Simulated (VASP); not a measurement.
Write the native input for VASP 6.6.1 that does the following.

```yaml
Task: single point
Functional: PBE-based screened hybrid with 75 % exact exchange
Potentials_or_basis: VASP PAW PBE potentials, release 64 (Ag, Cl)
Cutoff: 520 eV
k_mesh: 4 × 4 × 4
Occupations: gaussian, width 0.01 eV
Spin: no spin polarisation
Dipole_correction: no
Grid_for_exact_exchange_PRECFOCK: Normal
Share_of_exact_exchange: 0.75
Further_INCAR_settings: ALGO = Normal; EDIFF = 1e-06; NBANDS = 16
Screening_parameter: 0.2078 1/Å
```

Crystal: AgCl.

```
CELL_PARAMETERS angstrom
0.00000 2.77317 2.77317
2.77317 0.00000 2.77317
2.77317 2.77317 0.00000
ATOMIC_POSITIONS crystal
Ag 0.00000 0.00000 0.00000
Cl 0.50000 0.50000 0.50000
```

The input as run:

POSCAR

```
AgCl
1.0
    0.0000000000      2.7731725637      2.7731725637
    2.7731725637      0.0000000000      2.7731725637
    2.7731725637      2.7731725637      0.0000000000
Ag Cl
1 1
Direct
    0.0000000000      0.0000000000      0.0000000000
    0.5000000000      0.5000000000      0.5000000000
```

INCAR.step1

```
SYSTEM = AgCl
PREC = Accurate
ENCUT = 520
EDIFF = 1E-5
ISMEAR = 0
SIGMA = 0.01
LREAL = .False.
LASPH = .True.
NELM = 80
ALGO = Normal
ISIF = 2
LWAVE = .True.
LCHARG = .False.
NBANDS = 16
GGA = PE
```

INCAR.step2

```
SYSTEM = AgCl
PREC = Accurate
ENCUT = 520
EDIFF = 1E-6
ISMEAR = 0
SIGMA = 0.01
LREAL = .False.
LASPH = .True.
NELM = 80
ALGO = Normal
ISIF = 2
LWAVE = .False.
LCHARG = .False.
GGA = PE
LHFCALC = .True.
AEXX = 0.75
HFSCREEN = 0.2078
PRECFOCK = Normal
NBANDS = 16
ISTART = 1
```

KPOINTS

```
Automatic mesh
0
Gamma
  4 4 4
  0 0 0
```

Potentials or basis: VASP PAW PBE potentials, release 64 (Ag, Cl).

Command:

```sh
$ cat potpaw_PBE.64/Ag/POTCAR potpaw_PBE.64/Cl/POTCAR > POTCAR
$ cp INCAR.step1 INCAR
$ mpirun -np 1 vasp_std > vasp.out
$ cp INCAR.step2 INCAR
$ mpirun -np 1 vasp_std > vasp.out
```

It gave:

```json
{
 "Pressure": "0.9 GPa",
 "Band gap on the k mesh": "5.62 eV (least direct gap 7.70 eV)"
}
```

Caveat: the k points lie up to 0.49 Å⁻¹ apart; the PAW data sets were made with another functional, which shifts forces and pressure a little.

Wall time 6.5 min on 1 thread of AMD EPYC 7R13 Processor (Zen 3) (shared host), peak memory 0.24 GiB.
